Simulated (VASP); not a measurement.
Wanted: the native input for a VASP 6.6.1 run.

| Property | Result |
| --- | --- |
| Task | single point |
| Functional | r2SCAN |
| Potentials or basis | VASP PAW PBE potentials, release 64 (K_sv) |
| Cutoff | 520 eV |
| k mesh | 12 × 12 × 12 |
| Occupations | gaussian, width 0.15 eV |
| Spin | no spin polarisation |
| Dipole correction | no |
| Further INCAR settings | ALGO = Normal; EDIFF = 1e-06; NBANDS = 10 |

K:

```
CELL_PARAMETERS angstrom
4.00958 0.00000 0.00000
0.00000 4.00958 0.00000
0.00000 0.00000 4.45023
ATOMIC_POSITIONS crystal
K 0.00000 0.00000 0.00000
```

This cell differs from its parent crystal: volume 71.545 Å^3 an atom, c/a of the conventional cell 1.1099.

One way to write it, as run:

POSCAR

```
K
1.0
    4.0095762686      0.0000000000      0.0000000000
    0.0000000000      4.0095762686      0.0000000000
    0.0000000000      0.0000000000      4.4502287005
K
1
Direct
    0.0000000000      0.0000000000      0.0000000000
```

INCAR.step1

```
SYSTEM = K
PREC = Accurate ; ENCUT = 520
ISMEAR = 0 ; SIGMA = 0.15
LREAL = .False. ; LASPH = .True.
NELM = 100 ; NBANDS = 10
GGA = PE ; ALGO = Normal
EDIFF = 1E-4 ; LWAVE = .True.
LCHARG = .False.
```

INCAR.step2

```
SYSTEM = K
PREC = Accurate ; ENCUT = 520
EDIFF = 1E-6 ; ISMEAR = 0
SIGMA = 0.15 ; LREAL = .False.
LASPH = .True. ; NELM = 100
ALGO = Normal ; ISIF = 2
LWAVE = .False. ; LCHARG = .False.
METAGGA = R2SCAN ; LMIXTAU = .True.
NBANDS = 10 ; ISTART = 1
```

KPOINTS

```
regular mesh
0
Gamma
  12 12 12
  0 0 0
```

Potentials or basis: VASP PAW PBE potentials, release 64 (K_sv).

The run is started by

```console
$ cat potpaw_PBE.64/K_sv/POTCAR > POTCAR
$ cp INCAR.step1 INCAR
$ mpirun -np 1 vasp_std > vasp.out
$ cp INCAR.step2 INCAR
$ mpirun -np 1 vasp_std > vasp.out
```

Results of the run:

```json
{
  "Pressure": "0.4 GPa"
}
```

Caveat: the PAW data sets were made with another functional, which shifts forces and pressure a little.

It took 6.9 min on 1 thread of Intel Xeon 6975P-C (shared host), peak memory 0.27 GiB.
